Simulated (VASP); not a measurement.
BeS: single point with LDA

The system is BeS.

```
Be S
1.0
     2.38297    2.38297    0.00000
    -2.38297    2.38297    0.00000
     0.00000    2.38297    2.38297
Be S
1 1
Direct
  0.00000 0.00000 0.00000
  0.75000 0.25000 0.50000
```

```
Program             : VASP 6.6.1
Task                : single point
Functional          : LDA
Potentials or basis : VASP PAW LDA potentials, release 64 (Be, S)
Cutoff              : 520 eV
k mesh              : 8 × 8 × 8
Occupations         : gaussian, width 0.01 eV
Spin                : no spin polarisation
```

```json
{
 "Pressure": "2.1 GPa",
 "Band gap on the k mesh": "2.79 eV, indirect (least direct gap 5.52 eV)"
}
```

Levels at points of the mesh, in eV from the valence-band top:
| k point | band 2 | band 3 | band 4 | band 5 | band 6 | band 7 |
| --- | --- | --- | --- | --- | --- | --- |
| (0.00, 0.00, 0.00) | 0.00 | 0.00 | 0.00 | 5.52 | 5.52 | 5.52 |
| (0.50, 0.00, 0.00) | -6.19 | -1.12 | -1.12 | 5.55 | 6.42 | 6.42 |
| (0.50, 0.50, 0.00) | -5.31 | -2.86 | -2.86 | 2.79 | 4.76 | 13.04 |

Wall time 6.6 s on 1 thread of Intel(R) Xeon(R) 6975P-C (Granite Rapids) (shared host), peak memory 0.13 GiB.

A k mesh can miss the band edges. LDA gaps usually lie below the measured ones, often by a third to a half.
